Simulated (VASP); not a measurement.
# Mg (P6/mmm) in VASP: notebook

Mg is run at these levels: r2SCAN; tasks: single point.

Everything below comes from runs of VASP 6.6.1. Logs are shortened: lines on timing, memory, paths and dates and some standing lists are left out, and cuts for length are marked.

### 1 The cell of the first run

It takes space group P6/mmm (No. 191, hexagonal). Conventional cell: a = 2.898 Å, b = 2.898 Å, c = 3.045 Å, α = 90.00°, β = 90.00°, γ = 120.00°. Mg (site symmetry 6/mmm) has 8 Mg at 2.90 to 3.04 Å within 3.8 Å.

### 2 Single point, r2SCAN (strain -0.050 along x and y, +0.000 along z)

POSCAR reads:

```
Mg
1.0
    2.8977848105      0.0000000000      0.0000000000
   -1.4488924053      2.5095552606      0.0000000000
    0.0000000000      0.0000000000      3.0448375700
Mg
1
Direct
    0.0000000000      0.0000000000      0.0000000000
```

INCAR.step1 reads:

```
ALGO = Normal
EDIFF = 1E-4
ENCUT = 520
GGA = PE
ISMEAR = 0
LASPH = True
LCHARG = False
LREAL = False
LWAVE = True
NBANDS = 7
NELM = 60
PREC = Accurate
SIGMA = 0.15
```

INCAR.step2 reads:

```
ALGO = Normal
EDIFF = 1E-6
ENCUT = 520
ISIF = 2
ISMEAR = 0
ISTART = 1
LASPH = True
LCHARG = True
LELF = True
LMIXTAU = True
LREAL = False
LVHAR = True
LWAVE = False
METAGGA = R2SCAN
NBANDS = 7
NELM = 60
PREC = Accurate
SIGMA = 0.15
```

KPOINTS reads:

```
k-points
0
Gamma
  18 18 16
```

Potentials or basis: VASP PAW PBE potentials, release 64 (Mg).

Started as:

```
cat potpaw_PBE.64/Mg/POTCAR > POTCAR
cp INCAR.step1 INCAR
mpirun -np 1 vasp_std > vasp.out
cp INCAR.step2 INCAR
mpirun -np 1 vasp_std > vasp.out
```

OUTCAR:

```text
EDIFF = 1E-6
   ENCUT = 520
   ISIF = 2
   ISMEAR = 0
   ISTART = 1
   LASPH = True
   LREAL = False
   METAGGA = R2SCAN
   NELM = 60
   PREC = Accurate

 ion  position               nearest neighbor table
   1  0.000  0.000  0.000-

  LATTYP: Found a hexagonal cell.
 ALAT       =     2.8977848105
 C/A-ratio  =     1.0507466113

  Lattice vectors:

 A1 = (   2.8977848105,   0.0000000000,   0.0000000000)
 A2 = (  -1.4488924053,   2.5095552606,   0.0000000000)
 A3 = (   0.0000000000,   0.0000000000,   3.0448375700)

Analysis of symmetry for initial positions (statically):
=====================================================================
 Subroutine PRICEL returns:
 Original cell was already a primitive cell.

 Routine SETGRP: Setting up the symmetry group for a
 hexagonal supercell.

 Subroutine GETGRP returns: Found 24 space group operations
 (whereof 24 operations were pure point group operations)
 out of a pool of 24 trial point group operations.

The static configuration has the point symmetry D_6h.

Analysis of symmetry for dynamics (positions and initial velocities):
=====================================================================
 Subroutine PRICEL returns:
 Original cell was already a primitive cell.

 Routine SETGRP: Setting up the symmetry group for a
 hexagonal supercell.

 Subroutine GETGRP returns: Found 24 space group operations
 (whereof 24 operations were pure point group operations)
 out of a pool of 24 trial point group operations.

The dynamic configuration has the point symmetry D_6h.

 Subroutine INISYM returns: Found 24 space group operations
 (whereof 24 operations are pure point group operations),
 and found     1 'primitive' translations

----------------------------------------------------------------------------------------

                                     Primitive cell

  volume of cell :      22.1425

  direct lattice vectors                    reciprocal lattice vectors
     2.897784811  0.000000000  0.000000000     0.345091187  0.199238490  0.000000000
    -1.448892405  2.509555261  0.000000000     0.000000000  0.398476979  0.000000000
     0.000000000  0.000000000  3.044837570     0.000000000  0.000000000  0.328424744

  length of vectors
     2.897784811  2.897784811  3.044837570     0.398476979  0.398476979  0.328424744

[... 76 lines left out ...]
   ENCUT  =  520.0 eV  38.22 Ry    6.18 a.u.   5.39  5.39  5.66*2*pi/ulx,y,z
   NELM   =     60;   NELMIN=  2; NELMDL=  0     # of ELM steps
   EDIFF  = 0.1E-05   stopping-criterion for ELM
   LREAL  =      F    real-space projection
   EDIFFG = 0.1E-04   stopping-criterion for IOM
   NSW    =      0    number of steps for IOM
   IBRION =     -1    ionic relax: 0-MD 1-quasi-New 2-CG
   NFREE  =      0    steps in history (QN), initial steepest desc. (CG)
   ISIF   =      2    stress and relaxation
   ISYM   =      2    0-nonsym 1-usesym 2-fastsym
   POTIM  = 0.5000    time-step for ionic-motion
   TEBEG  =    0.0;   TEEND  =   0.0 temperature during run
   PSTRESS=    0.0 pullay stress
   NELECT =       2.0000    total number of electrons
   NUPDOWN=      -1.0000    fix difference up-down
   EMIN   =  10.00;   EMAX   =-10.00  energy-range for DOS
   EFERMI =   0.00;   METHOD = LEGACY
   ISMEAR =     0;   SIGMA  =   0.15  broadening in eV -4-tet -1-fermi 0-gaus
   EFERMI_NEDOS =   21; number of points for ismear=-14 and -15
   IALGO  =     38    algorithm
   IMIX   =      4    mixing-type and parameters
     AMIX     =   0.40;   BMIX     =  1.00
     AMIX_MAG =   1.60;   BMIX_MAG =  1.00
  volume/ion in A,a.u.               =      22.14       149.43
  Fermi-wavevector in a.u.,A,eV,Ry     =   0.734529  1.388059  7.340797  0.539533
  Thomas-Fermi vector in A             =   1.827505
   LORBIT       =      0    0 simple, 1 ext, 2 COOP (PROOUT), +10 PAW based schemes
   METAGGA = R2SCAN    functional components
   LHFCALC =     F    Hartree Fock is set to
   AEXX    =    0.0000 exact exchange contribution
   IVDW    =     0    specifies the selected vdW correction
   LEPSILON=     F    determine dielectric tensor
   LRPA    =     F    only Hartree local field effects (RPA)
 non-spin polarized calculation
 Gauss-broadening in eV      SIGMA  =   0.15
  energy-cutoff  :      520.00
  volume of cell :       22.14
 maximum number of plane-waves:       624
 NGX is ok and might be reduce to    24
   NGX = 11   NGY = 11   NGZ = 11

 number of electron       2.0000000 magnetization

 Free energy of the ion-electron system (eV)
  ---------------------------------------------------
  ext. energy  EPLUGINS =         0.00000000
  ---------------------------------------------------
  free energy    TOTEN  =        -3.81413275 eV

  energy without entropy =       -3.80981354  energy(sigma->0) =       -3.81197314

 E-fermi :   2.8099     XC(G=0):  -9.1552

 val. band max:        2.8007141281   @ k =   0.3889   0.2222   0.2500
 cond. band min:       2.8386238828   @ k =   0.3889   0.0000   0.5000
 fundamental gap:      0.0379097547
 Fermi energy:         2.8098553295

 k-point     1 :       0.0000    0.0000    0.0000
  band No.  band energies     occupation
      1      -4.7586      2.00000
      2      11.0035      0.00000
      3      11.7586      0.00000
      4      17.4959      0.00000
      5      17.4959      0.00000
      6      19.7934      0.00000
      7      19.7934      0.00000
[... 221 lines left out ...]
 k-point    24 :       0.3889    0.1111    0.0000
  band No.  band energies     occupation
      1       0.3285      2.00000
      2       3.1805      0.00048
      3       9.6576      0.00000
      4      15.9836      0.00000
      5      16.0064      0.00000
      6      18.7334      0.00000
      7      18.8577      0.00000

 [... further k-points ...]

------------------------ aborting loop because EDIFF is reached ----------------------------------------

  FORCE on cell =-STRESS in cart. coord.  units (eV):
  Direction    XX          YY          ZZ          XY          YZ          ZX
  --------------------------------------------------------------------------------------
  -------------------------------------------------------------------------------------
  Total        1.0846391      1.0846391      0.0213047     -0.0000000     -0.0000000      0.0000000
  in kB       78.4817768     78.4817768      1.5415564     -0.0000000     -0.0000000      0.0000000
  external PRESSURE =      52.8350366 kB  Pullay stress =       0.0000000 kB

 VOLUME and BASIS-vectors are now :
 -----------------------------------------------------------------------------
  energy-cutoff  :      520.00
  volume of cell :       22.14
      direct lattice vectors                 reciprocal lattice vectors
     2.897784811  0.000000000  0.000000000     0.345091187  0.199238490  0.000000000
    -1.448892405  2.509555261  0.000000000     0.000000000  0.398476979  0.000000000
     0.000000000  0.000000000  3.044837570     0.000000000  0.000000000  0.328424744

 POSITION                                       TOTAL-FORCE (eV/Angst)
 -----------------------------------------------------------------------------------
      0.00000      0.00000      0.00000         0.000000      0.000000      0.000000
 -----------------------------------------------------------------------------------
    total drift:                                0.000000      0.000000      0.000000

  FREE ENERGIE OF THE ION-ELECTRON SYSTEM (eV)
  ---------------------------------------------------
  free  energy   TOTEN  =        -3.8141327493 eV

  energy  without entropy=       -3.8098135350  energy(sigma->0) =       -3.81197314
```

OSZICAR.step1:

```text
N       E                     dE             d eps       ncg     rms          rms(c)
DAV:   1    -0.525075657722E+00   -0.52508E+00   -0.78876E+02  5089   0.194E+02
DAV:   2    -0.121515124563E+01   -0.69008E+00   -0.66738E+00  6195   0.113E+01
DAV:   3    -0.121776480423E+01   -0.26136E-02   -0.26124E-02  5978   0.780E-01
DAV:   4    -0.121776954645E+01   -0.47422E-05   -0.47420E-05  6979   0.242E-02
DAV:   5    -0.121776956034E+01   -0.13895E-07   -0.13609E-07  6104   0.776E-04    0.651E-01
DAV:   6    -0.121269974535E+01    0.50698E-02   -0.28894E-04  5705   0.996E-02    0.416E-01
DAV:   7    -0.120817660221E+01    0.45231E-02   -0.11787E-03  5362   0.178E-01    0.204E-02
DAV:   8    -0.120817432151E+01    0.22807E-05   -0.18322E-05  4949   0.209E-02
   1 F= -.12081743E+01 E0= -.12057270E+01  d E =-.489472E-02
```

It took 71 s on 1 thread of Intel Xeon 6975P-C, shared host; peak memory 0.18 GiB.

What came out:

| Property | Result |
| --- | --- |
| Free energy | -3.8141 eV |
| Pressure | 5.3 GPa |
| Band gap on the k mesh | zero (band 1 reaches 6.07 eV, above the bottom of band 2 at -0.27 eV) |

Levels at points of the mesh, in eV from the Fermi level:
| k point | band 1 | band 2 | band 3 | band 4 | band 5 |
| --- | --- | --- | --- | --- | --- |
| (0.00, 0.00, 0.00) | -7.57 | 8.19 | 8.95 | 14.69 | 14.69 |
| (0.50, 0.00, 0.00) | -1.84 | -0.83 | 9.61 | 10.62 | 13.53 |
| (0.00, 0.00, 0.50) | -3.53 | -3.08 | 16.79 | 16.79 | 19.21 |
| (0.50, 0.00, 0.50) | 1.45 | 2.90 | 3.03 | 3.67 | 14.05 |

Caveat: the cell differs from its parent crystal (strain -0.050 along x and y, +0.000 along z); the PAW data sets were made with another functional, which shifts forces and pressure a little.

### 3 Single point, r2SCAN (strain -0.025 along x and y, -0.050 along z)

POSCAR reads:

```
Mg
1.0
    2.9740423055      0.0000000000      0.0000000000
   -1.4870211528      2.5755961885      0.0000000000
    0.0000000000      0.0000000000      2.8925956915
Mg
1
Direct
    0.0000000000      0.0000000000      0.0000000000
```

INCAR.step1 reads:

```
ALGO = Normal
EDIFF = 1E-4
ENCUT = 520
GGA = PE
ISMEAR = 0
LASPH = T
LCHARG = F
LREAL = F
LWAVE = T
NBANDS = 7
NELM = 60
PREC = Accurate
SIGMA = 0.15
```

INCAR.step2 reads:

```
ALGO = Normal
EDIFF = 1E-6
ENCUT = 520
ISIF = 2
ISMEAR = 0
ISTART = 1
LASPH = T
LCHARG = F
LMIXTAU = T
LREAL = F
LWAVE = F
METAGGA = R2SCAN
NBANDS = 7
NELM = 60
PREC = Accurate
SIGMA = 0.15
```

KPOINTS is that of step 2.

Potentials or basis: VASP PAW PBE potentials, release 64 (Mg).

Started as:

```
cat potpaw_PBE.64/Mg/POTCAR > POTCAR
cp INCAR.step1 INCAR
mpirun -np 1 vasp_std > vasp.out
cp INCAR.step2 INCAR
mpirun -np 1 vasp_std > vasp.out
```

It took 72 s on 1 thread of Intel Xeon 6975P-C, shared host; peak memory 0.18 GiB.

Results (log left out):

```
Free energy            : -3.8424 eV
Pressure               : 4.1 GPa
Band gap on the k mesh : zero (band 1 reaches 6.44 eV, above the bottom of band 2 at -0.03 eV)
```

Stress tensor (GPa, compression positive):
```
4.07 0.00 0.00
0.00 4.07 0.00
0.00 0.00 4.21
```

Levels at points of the mesh, in eV from the Fermi level:
| k point | band 1 | band 2 | band 3 | band 4 | band 5 | band 6 |
| --- | --- | --- | --- | --- | --- | --- |
| (0.00, 0.00, 0.00) | -7.56 | 9.25 | 10.82 | 13.81 | 13.81 | 15.54 |
| (0.50, 0.00, 0.00) | -2.04 | -1.22 | 9.12 | 9.67 | 15.09 | 16.67 |
| (0.00, 0.00, 0.50) | -2.86 | -2.85 | 16.54 | 16.54 | 17.97 | 17.97 |
| (0.50, 0.00, 0.50) | 1.89 | 2.68 | 3.01 | 4.02 | 13.56 | 13.76 |

Caveat: the cell differs from its parent crystal (strain -0.025 along x and y, -0.050 along z); the PAW data sets were made with another functional, which shifts forces and pressure a little.
